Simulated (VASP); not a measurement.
Set up this calculation in VASP 6.6.1, as the native input.

* Task: single point
* Functional: PBEsol
* Potentials or basis: VASP PAW PBE potentials, release 64 (In_d, Sb)
* Cutoff: 520 eV
* k mesh: 4 × 4 × 4
* Occupations: gaussian, width 0.1 eV
* Spin: no spin polarisation
* Dipole correction: no
* Further INCAR settings: ALGO = Fast; EDIFF = 1e-06; NBANDS = 30

The structure of In3Sb lies in POSCAR:

```
In3Sb
1.0
    4.8369620000      0.0000000000      0.0000000000
    0.0000000000      4.8369620000      0.0000000000
    0.0000000000      0.0000000000      4.8369620000
In Sb
3 1
Direct
    0.5000000000      0.5000000000      0.0000000000
    0.5000000000      0.0000000000      0.5000000000
    0.0000000000      0.5000000000      0.5000000000
    0.0000000000      0.0000000000      0.0000000000
```

These files were run (other wordings do the same):

INCAR

```
SYSTEM = In3Sb
PREC     = Accurate       ! precision mode
ENCUT    = 520            ! plane-wave cutoff, eV
EDIFF    = 1E-6           ! SCF threshold, eV
ISMEAR   = 0              ! smearing method
SIGMA    = 0.1            ! smearing width, eV
LREAL    = .FALSE.        ! projectors in reciprocal space
LASPH    = .TRUE.         ! aspherical terms in the spheres
NELM     = 80             ! most SCF steps
ALGO     = Fast           ! electronic algorithm
ISIF     = 2              ! what is computed and relaxed
LWAVE    = .FALSE.        ! write WAVECAR
LCHARG   = .TRUE.         ! write CHGCAR
GGA      = PS             ! functional
LELF     = .TRUE.         ! ELF
LVHAR    = .TRUE.       
NBANDS   = 30             ! bands
```

KPOINTS

```
regular mesh
0
G
  4 4 4
  0 0 0
```

Potentials or basis: VASP PAW PBE potentials, release 64 (In_d, Sb).

The run is started by

```console
$ cat potpaw_PBE.64/In_d/POTCAR potpaw_PBE.64/Sb/POTCAR > POTCAR
$ mpirun -np 1 vasp_std > vasp.out
```

Results of the run:

```json
{"Pressure": "-3.2 GPa", "Band gap on the k mesh": "zero (bands 22 and 23 overlap by 3.40 eV)"}
```

Caveat: the cell stands under tension; the PAW data sets were made with another functional, which shifts forces and pressure a little; spin-orbit coupling is left out, which moves the levels of the heavy elements.

Wall time 61 s on 1 thread of Intel Xeon 8259CL, with other jobs on the host, peak memory 0.21 GiB.
